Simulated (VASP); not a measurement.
# MnS (R-3m) in VASP: a series of runs

The runs below take MnS through single point, with PBE+U.

Program: VASP 6.6.1. These are calculated values, not measurements. Logs are shortened: lines on timing, memory, paths and dates and some standing lists are left out, and cuts for length are marked.

## (1) The cell of the first run

The structure is trigonal, space group R-3m (No. 166). The conventional cell has a = 3.531 Å, b = 3.531 Å, c = 8.572 Å, α = 90.00°, β = 90.00°, γ = 120.00°. Within 3.3 Å of Mn (site symmetry -3m) lie 6 S at 2.49 Å. S (site symmetry -3m) has 6 Mn at 2.49 Å within 3.3 Å.

## (2) Single point, PBE+U, collinear spin, antiferromagnetic start (15.43 Å³/atom)

Input file INCAR:

```
ALGO = Normal ; EDIFF = 1E-7
ENCUT = 520 ; GGA = PE
ISIF = 2 ; ISMEAR = 0
ISPIN = 2 ; LASPH = T
LCHARG = F ; LDAU = T
LDAUJ = 0 0 ; LDAUL = 2 -1
LDAUPRINT = 1 ; LDAUTYPE = 2
LDAUU = 3.9 0 ; LMAXMIX = 4
LORBIT = 11 ; LREAL = F
LWAVE = F ; MAGMOM = 4.67 -4.67 0 0
NBANDS = 31 ; NELM = 150
PREC = Accurate ; SIGMA = 0.05
```

Input file KPOINTS:

```
k-points
0
Gamma
  8 8 8
```

Input file POSCAR:

```
MnS
1.0
   -2.4671150728     -2.4671150728      4.9638583066
   -4.9638583066     -2.4671150728      2.4671150728
   -2.4671150728     -4.9638583066      2.4671150728
Mn S
2 2
Direct
    0.0000000000      0.0000000000      0.0000000000
    0.5000000000      0.5000000000      0.5000000000
    1.2500000002     -0.7499999998     -0.7499999998
    1.7499999998     -0.2500000002     -0.2500000002
```

Potentials or basis: VASP PAW PBE potentials, release 64 (Mn_pv, S).

Started as:

```console
$ cat potpaw_PBE.64/Mn_pv/POTCAR potpaw_PBE.64/S/POTCAR > POTCAR
$ mpirun -np 1 vasp_std > vasp.out
```

OUTCAR:

```text
EDIFF = 1E-7
   ENCUT = 520
   GGA = PE
   ISIF = 2
   ISMEAR = 0
   ISPIN = 2
   LASPH = T
   LORBIT = 11
   LREAL = F
   NELM = 150
   PREC = Accurate

 ion  position               nearest neighbor table
   1  0.000  0.000  0.000-   4 2.49   4 2.49   4 2.49   3 2.49   3 2.49   3 2.49
   2  0.500  0.500  0.500-   3 2.49   3 2.49   3 2.49   4 2.49   4 2.49   4 2.49
   3  0.250  0.250  0.250-   1 2.49   1 2.49   1 2.49   2 2.49   2 2.49   2 2.49
   4  0.750  0.750  0.750-   1 2.49   1 2.49   1 2.49   2 2.49   2 2.49   2 2.49

  LATTYP: Found a trigonal (rhomboedric) cell.
 ALAT       =     6.0673884706
 COS(alpha) =     0.8306660032

  Lattice vectors:

 A1 = (  -2.4671150728,  -2.4671150728,   4.9638583066)
 A2 = (  -4.9638583066,  -2.4671150728,   2.4671150728)
 A3 = (  -2.4671150728,  -4.9638583066,   2.4671150728)

Analysis of symmetry for initial positions (statically):
=====================================================================
 Subroutine PRICEL returns following result:

  LATTYP: Found a trigonal (rhomboedric) cell.
 ALAT       =     3.5100091312
 COS(alpha) =     0.4940224234
[... 12 lines left out ...]
 Subroutine GETGRP returns: Found 12 space group operations
 (whereof 12 operations were pure point group operations)
 out of a pool of 12 trial point group operations.

The static configuration has the point symmetry D_3d.

Analysis of symmetry for dynamics (positions and initial velocities):
=====================================================================
 Subroutine PRICEL returns following result:

  LATTYP: Found a trigonal (rhomboedric) cell.
 ALAT       =     3.5100091312
 COS(alpha) =     0.4940224234
[... 12 lines left out ...]
 Subroutine GETGRP returns: Found 12 space group operations
 (whereof 12 operations were pure point group operations)
 out of a pool of 12 trial point group operations.

The dynamic configuration has the point symmetry D_3d.

Analysis of structural, dynamic, and magnetic symmetry:
=====================================================================
 Subroutine PRICEL returns following result:

  LATTYP: Found a trigonal (rhomboedric) cell.
 ALAT       =     3.5100091312
 COS(alpha) =     0.4940224234
[... 12 lines left out ...]
 Subroutine GETGRP returns: Found 12 space group operations
 (whereof 12 operations were pure point group operations)
 out of a pool of 12 trial point group operations.

The overall configuration has the point symmetry D_3d.

 Subroutine INISYM returns: Found 12 space group operations
 (whereof 12 operations are pure point group operations),
 and found     2 'primitive' translations

----------------------------------------------------------------------------------------

                                     Primitive cell

  volume of cell :      30.8510

  direct lattice vectors                    reciprocal lattice vectors
    -2.481929153  0.014814081  2.481929153    -0.200860326  0.199661436  0.200860326
    -2.481929153 -2.481929153 -0.014814081    -0.200860326 -0.200860326 -0.199661436
     0.014814081 -2.481929153  2.481929153     0.199661436 -0.200860326  0.200860326

  length of vectors
     3.510009131  3.510009131  3.510009131     0.347209491  0.347209491  0.347209491

  position of ions in fractional coordinates (direct lattice)
     0.000000000  0.000000000  0.000000000
     0.500000000  0.500000000  0.500000000

  ion indices of the primitive-cell ions
   primitive index   ion index
                 1           1
                 2           3

----------------------------------------------------------------------------------------

 KPOINTS: k-points

Automatic generation of k-mesh.
 Grid dimensions read from file:
 generate k-points for:    8    8    8

 Generating k-lattice:

  Cartesian coordinates                     Fractional coordinates (reciprocal lattice)
     0.012478840  0.012478840  0.037586381     0.125000000  0.000000000  0.000000000
[... 73 lines left out ...]
   EFERMI =   0.00;   METHOD = LEGACY
   ISMEAR =     0;   SIGMA  =   0.05  broadening in eV -4-tet -1-fermi 0-gaus
   EFERMI_NEDOS =   21; number of points for ismear=-14 and -15
   IALGO  =     38    algorithm
   IMIX   =      4    mixing-type and parameters
     AMIX     =   0.40;   BMIX     =  1.00
     AMIX_MAG =   1.60;   BMIX_MAG =  1.00
  volume/ion in A,a.u.               =      15.43       104.10
  Fermi-wavevector in a.u.,A,eV,Ry     =   1.392846  2.632097 26.395562  1.940019
  Thomas-Fermi vector in A             =   2.516549
   LORBIT       =     11    0 simple, 1 ext, 2 COOP (PROOUT), +10 PAW based schemes
 LDA+U is selected, type is set to LDAUTYPE =  2
   angular momentum for each species LDAUL =     2   -1
   U (eV)           for each species LDAUU =   3.9  0.0
   J (eV)           for each species LDAUJ =   0.0  0.0
   GGA     = PE    functional components
   LHFCALC =     F    Hartree Fock is set to
   AEXX    =    0.0000 exact exchange contribution
   IVDW    =     0    specifies the selected vdW correction
   LEPSILON=     F    determine dielectric tensor
   LRPA    =     F    only Hartree local field effects (RPA)
 spin polarized calculation
 Gauss-broadening in eV      SIGMA  =   0.05
  energy-cutoff  :      520.00
  volume of cell :       61.70
 maximum number of plane-waves:      1701
 NGX is ok and might be reduce to    48
   NGX = 23   NGY = 23   NGZ = 23

 number of electron      38.0000005 magnetization      -0.0000000

atom =   1  type =  1  l = 2

 onsite density matrix

spin component  1

  0.9258 -0.0002 -0.0018 -0.0002 -0.0000
 -0.0002  0.9258 -0.0009  0.0002  0.0015
 -0.0018 -0.0009  0.9515 -0.0009 -0.0000
 -0.0002  0.0002 -0.0009  0.9258 -0.0015
 -0.0000  0.0015 -0.0000 -0.0015  0.9515

spin component  2

  0.0228 -0.0001  0.0015 -0.0001  0.0000
 -0.0001  0.0228  0.0008  0.0001 -0.0013
  0.0015  0.0008  0.1208  0.0008 -0.0000
 -0.0001  0.0001  0.0008  0.0228  0.0013
  0.0000 -0.0013 -0.0000  0.0013  0.1208

 occupancies and eigenvectors

  o =  0.0227  v =  0.0000  0.0000  0.0000  0.0000  0.0000 -0.8060 -0.5152  0.0190 -0.2908 -0.0031      0.0000  0.0000  0.0000  0.0000  0.0000  0.0000  0.0000  0.0000  0.0000  0.0000
  o =  0.0227  v =  0.0000  0.0000  0.0000  0.0000  0.0000 -0.1296  0.6332  0.0031 -0.7628  0.0190      0.0000  0.0000  0.0000  0.0000  0.0000  0.0000  0.0000  0.0000  0.0000  0.0000
  o =  0.0230  v =  0.0000  0.0000  0.0000  0.0000  0.0000 -0.5774  0.5774 -0.0000  0.5774 -0.0000      0.0000  0.0000  0.0000  0.0000  0.0000  0.0000  0.0000  0.0000  0.0000  0.0000
  o =  0.1209  v =  0.0000  0.0000  0.0000  0.0000  0.0000  0.0157  0.0075  0.9995  0.0082  0.0256      0.0000  0.0000  0.0000  0.0000  0.0000  0.0000  0.0000  0.0000  0.0000  0.0000
  o =  0.1209  v =  0.0000  0.0000  0.0000  0.0000  0.0000 -0.0004 -0.0138 -0.0256  0.0134  0.9995      0.0000  0.0000  0.0000  0.0000  0.0000  0.0000  0.0000  0.0000  0.0000  0.0000
  o =  0.9255  v =  0.6729 -0.0597  0.0682  0.7327  0.0463  0.0000  0.0000  0.0000  0.0000  0.0000      0.0000  0.0000  0.0000  0.0000  0.0000  0.0000  0.0000  0.0000  0.0000  0.0000
  o =  0.9255  v =  0.4575  0.8115  0.0463 -0.3540 -0.0682  0.0000  0.0000  0.0000  0.0000  0.0000      0.0000  0.0000  0.0000  0.0000  0.0000  0.0000  0.0000  0.0000  0.0000  0.0000
  o =  0.9261  v =  0.5774 -0.5774 -0.0000 -0.5774  0.0000  0.0000  0.0000  0.0000  0.0000  0.0000      0.0000  0.0000  0.0000  0.0000  0.0000  0.0000  0.0000  0.0000  0.0000  0.0000
  o =  0.9516  v =  0.0000  0.0583 -0.0000 -0.0583  0.9966  0.0000  0.0000  0.0000  0.0000  0.0000      0.0000  0.0000  0.0000  0.0000  0.0000  0.0000  0.0000  0.0000  0.0000  0.0000
  o =  0.9516  v = -0.0673 -0.0336  0.9966 -0.0336  0.0000  0.0000  0.0000  0.0000  0.0000  0.0000      0.0000  0.0000  0.0000  0.0000  0.0000  0.0000  0.0000  0.0000  0.0000  0.0000

atom =   2  type =  1  l = 2

 onsite density matrix

spin component  1

  0.0228 -0.0001  0.0015 -0.0001  0.0000
 -0.0001  0.0228  0.0008  0.0001 -0.0013
  0.0015  0.0008  0.1208  0.0008 -0.0000
 -0.0001  0.0001  0.0008  0.0228  0.0013
  0.0000 -0.0013 -0.0000  0.0013  0.1208

spin component  2

  0.9258 -0.0002 -0.0018 -0.0002 -0.0000
 -0.0002  0.9258 -0.0009  0.0002  0.0015
 -0.0018 -0.0009  0.9515 -0.0009  0.0000
 -0.0002  0.0002 -0.0009  0.9258 -0.0015
 -0.0000  0.0015  0.0000 -0.0015  0.9515

 occupancies and eigenvectors

  o =  0.0227  v = -0.8104 -0.3202  0.0191 -0.4902  0.0023  0.0000  0.0000  0.0000  0.0000  0.0000      0.0000  0.0000  0.0000  0.0000  0.0000  0.0000  0.0000  0.0000  0.0000  0.0000
  o =  0.0227  v =  0.0981  0.7509 -0.0023 -0.6528  0.0191  0.0000  0.0000  0.0000  0.0000  0.0000      0.0000  0.0000  0.0000  0.0000  0.0000  0.0000  0.0000  0.0000  0.0000  0.0000
  o =  0.0230  v = -0.5774  0.5774 -0.0000  0.5774  0.0000  0.0000  0.0000  0.0000  0.0000  0.0000      0.0000  0.0000  0.0000  0.0000  0.0000  0.0000  0.0000  0.0000  0.0000  0.0000
  o =  0.1209  v =  0.0157  0.0078  0.9998  0.0079  0.0053  0.0000  0.0000  0.0000  0.0000  0.0000      0.0000  0.0000  0.0000  0.0000  0.0000  0.0000  0.0000  0.0000  0.0000  0.0000
  o =  0.1209  v = -0.0001 -0.0136 -0.0053  0.0136  0.9998  0.0000  0.0000  0.0000  0.0000  0.0000      0.0000  0.0000  0.0000  0.0000  0.0000  0.0000  0.0000  0.0000  0.0000  0.0000
  o =  0.9255  v =  0.0000  0.0000  0.0000  0.0000  0.0000  0.0194 -0.6948  0.0020  0.7142  0.0824      0.0000  0.0000  0.0000  0.0000  0.0000  0.0000  0.0000  0.0000  0.0000  0.0000
  o =  0.9255  v =  0.0000  0.0000  0.0000  0.0000  0.0000  0.8135  0.4235  0.0824  0.3900 -0.0020      0.0000  0.0000  0.0000  0.0000  0.0000  0.0000  0.0000  0.0000  0.0000  0.0000
  o =  0.9261  v =  0.0000  0.0000  0.0000  0.0000  0.0000  0.5774 -0.5774  0.0000 -0.5774 -0.0000      0.0000  0.0000  0.0000  0.0000  0.0000  0.0000  0.0000  0.0000  0.0000  0.0000
  o =  0.9516  v =  0.0000  0.0000  0.0000  0.0000  0.0000  0.0012  0.0589 -0.0175 -0.0577  0.9964      0.0000  0.0000  0.0000  0.0000  0.0000  0.0000  0.0000  0.0000  0.0000  0.0000
  o =  0.9516  v =  0.0000  0.0000  0.0000  0.0000  0.0000 -0.0673 -0.0326  0.9964 -0.0347  0.0175      0.0000  0.0000  0.0000  0.0000  0.0000  0.0000  0.0000  0.0000  0.0000  0.0000

 number of electron      38.0000005 magnetization       0.0000000

 Free energy of the ion-electron system (eV)
  ---------------------------------------------------
  ext. energy  EPLUGINS =         0.00000000
  ---------------------------------------------------
  free energy    TOTEN  =       -25.53026464 eV

  energy without entropy =      -25.53026464  energy(sigma->0) =      -25.53026464

 E-fermi :   7.8244     XC(G=0): -11.2776

 val. band max:        7.6019357252   @ k =   0.5000   0.5000   0.5000
 cond. band min:       9.4484185728   @ k =   0.5000   0.5000   0.0000
 fundamental gap:      1.8464828477
 Fermi energy:         7.8243535434

 spin component 1

 k-point     1 :       0.0000    0.0000    0.0000
  band No.  band energies     occupation
      1     -42.4495      1.00000
      2     -42.4406      1.00000
      3     -42.4406      1.00000
      4     -37.7304      1.00000
      5     -37.7304      1.00000
      6     -37.7291      1.00000
[... 1625 lines left out ...]
     30      16.0453      0.00000
     31      16.8420      0.00000

 [... further k-points ...]
[... 5 lines left out ...]
  --------------------------------------------------------------------------------------
  -------------------------------------------------------------------------------------
  Total        6.7995977      6.7995977      6.7995977     -0.0071129      0.0071129      0.0071129
  in kB      176.5609700    176.5609700    176.5609700     -0.1846951      0.1846951      0.1846951
  external PRESSURE =     176.5609700 kB  Pullay stress =       0.0000000 kB

 VOLUME and BASIS-vectors are now :
 -----------------------------------------------------------------------------
  energy-cutoff  :      520.00
  volume of cell :       61.70
      direct lattice vectors                 reciprocal lattice vectors
    -2.467115073 -2.467115073  4.963858307     0.099830718  0.099830718  0.300691044
    -4.963858307 -2.467115073  2.467115073    -0.300691044  0.099830718 -0.099830718
    -2.467115073 -4.963858307  2.467115073     0.099830718 -0.300691044 -0.099830718

 POSITION                                       TOTAL-FORCE (eV/Angst)
 -----------------------------------------------------------------------------------
      0.00000      0.00000      0.00000        -0.000000     -0.000000      0.000000
     -4.94904     -4.94904      4.94904        -0.000000     -0.000000     -0.000000
     -2.47452     -2.47452      2.47452         0.000000      0.000000     -0.000000
     -7.42357     -7.42357      7.42357         0.000000      0.000000      0.000000
 -----------------------------------------------------------------------------------
    total drift:                                0.000000      0.000000     -0.000000

  FREE ENERGIE OF THE ION-ELECTRON SYSTEM (eV)
  ---------------------------------------------------
  free  energy   TOTEN  =       -25.5302646418 eV

  energy  without entropy=      -25.5302646418  energy(sigma->0) =      -25.53026464

 total charge

# of ion       s       p       d       tot
------------------------------------------
    1        0.240   6.216   4.969  11.426
    2        0.240   6.216   4.969  11.426
    3        1.322   2.516   0.000   3.837
    4        1.322   2.516   0.000   3.837
--------------------------------------------------
tot          3.124  17.463   9.939  30.526

 magnetization (x)

# of ion       s       p       d       tot
------------------------------------------
    1        0.020   0.021   4.361   4.402
    2       -0.020  -0.021  -4.361  -4.402
    3        0.000   0.000   0.000   0.000
    4        0.000   0.000   0.000   0.000
--------------------------------------------------
tot          0.000   0.000   0.000   0.000
```

It took 19 min on 1 thread of Intel Xeon 8259CL, shared host; peak memory 0.51 GiB.

What came out:

| Property | Result |
| --- | --- |
| Free energy | -25.5303 eV |
| Pressure | 17.7 GPa |
| Band gap on the k mesh | 1.85 eV |
| Net moment | 0.00 μB per cell |
| Site moments | Mn +4.40, -4.40; S +0.00 μB |
| Valence electrons inside the program's atomic spheres | Mn 11.43; S 3.84 |

Eigenvalues of the final occupation matrices:
```csv
site,spin,trace,eigenvalues
site 1 d,1,4.68,0.93 0.93 0.93 0.95 0.95
site 1 d,2,0.31,0.02 0.02 0.02 0.12 0.12
site 2 d,1,0.31,0.02 0.02 0.02 0.12 0.12
site 2 d,2,4.68,0.93 0.93 0.93 0.95 0.95
```

Caveat: the cell stands under pressure. The state reached can hang on the start; a lower one may exist.

## (3) Single point, PBE+U, collinear spin, antiferromagnetic start (16.16 Å³/atom)

This run uses another cell than the first one, of 16.16 Å³/atom.

Input file INCAR:

```
PREC = Accurate
ENCUT = 520
EDIFF = 1E-6
ISMEAR = 0
SIGMA = 0.05
LREAL = F
LASPH = T
NELM = 150
ALGO = Normal
ISIF = 2
LWAVE = F
LCHARG = F
ISPIN = 2
MAGMOM = 4.74 -4.74 0 0
LORBIT = 11
LMAXMIX = 4
LDAU = T
LDAUTYPE = 2
LDAUL = 2 -1
LDAUU = 3.9 0
LDAUJ = 0 0
LDAUPRINT = 1
GGA = PE
NBANDS = 31
```

Input file KPOINTS:

```
Automatic mesh
0
Gamma
  8 8 8
```

Input file POSCAR:

```
MnS
1.0
   -2.5056699733     -2.5056699733      5.0414311223
   -5.0414311223     -2.5056699733      2.5056699733
   -2.5056699733     -5.0414311223      2.5056699733
Mn S
2 2
Direct
    0.0000000000      0.0000000000      0.0000000000
    0.5000000000      0.5000000000      0.5000000000
    1.2500000002     -0.7499999998     -0.7499999998
    1.7499999998     -0.2500000002     -0.2500000002
```

Potentials or basis: VASP PAW PBE potentials, release 64 (Mn_pv, S).

Started as:

```console
$ cat potpaw_PBE.64/Mn_pv/POTCAR potpaw_PBE.64/S/POTCAR > POTCAR
$ mpirun -np 1 vasp_std > vasp.out
```

Run time: 15 min. Hardware: 1 thread of Intel Xeon 8259CL, shared host; peak memory 0.52 GiB.

The run converged. Its results:

- Free energy: -25.7981 eV
- Pressure: 11.6 GPa
- Band gap on the k mesh: 2.03 eV
- Net moment: 0.00 μB per cell
- Site moments: Mn +4.44, -4.44; S +0.00 μB
- Valence electrons inside the program's atomic spheres: Mn 11.37; S 3.82

Levels at points of the mesh, in eV from the valence-band top:
Spin up:
```
           k point  band 16  band 17  band 18  band 19  band 20  band 21  band 22  band 23
(0.00, 0.00, 0.00)    -1.12    -0.97    -0.97    -0.88     3.02     3.02     3.12     3.73
(0.50, 0.00, 0.00)    -3.15    -2.71    -1.28    -0.87     2.16     3.54     3.85     4.10
(0.50, 0.50, 0.00)    -2.76    -2.68    -0.92    -0.55     2.03     2.46     3.89     3.93
(0.50, 0.50, 0.50)    -1.98    -1.98     0.00     0.00     2.67     2.87     2.87     3.87
```
Spin down:
| k point | band 17 | band 18 | band 19 | band 20 | band 21 | band 22 |
| --- | --- | --- | --- | --- | --- | --- |
| (0.00, 0.00, 0.00) | -0.97 | -0.97 | -0.88 | 3.02 | 3.02 | 3.12 |
| (0.50, 0.00, 0.00) | -2.71 | -1.28 | -0.87 | 2.16 | 3.54 | 3.85 |
| (0.50, 0.50, 0.00) | -2.68 | -0.92 | -0.55 | 2.03 | 2.46 | 3.89 |
| (0.50, 0.50, 0.50) | -1.98 | 0.00 | 0.00 | 2.67 | 2.87 | 2.87 |

Eigenvalues of the final occupation matrices:
| site | spin | trace | eigenvalues |
| --- | --- | --- | --- |
| site 1 d | 1 | 4.69 | 0.93 0.93 0.93 0.95 0.95 |
| site 1 d | 2 | 0.28 | 0.02 0.02 0.02 0.11 0.11 |
| site 2 d | 1 | 0.28 | 0.02 0.02 0.02 0.11 0.11 |
| site 2 d | 2 | 4.69 | 0.93 0.93 0.93 0.95 0.95 |

Caveat: the cell stands under pressure.
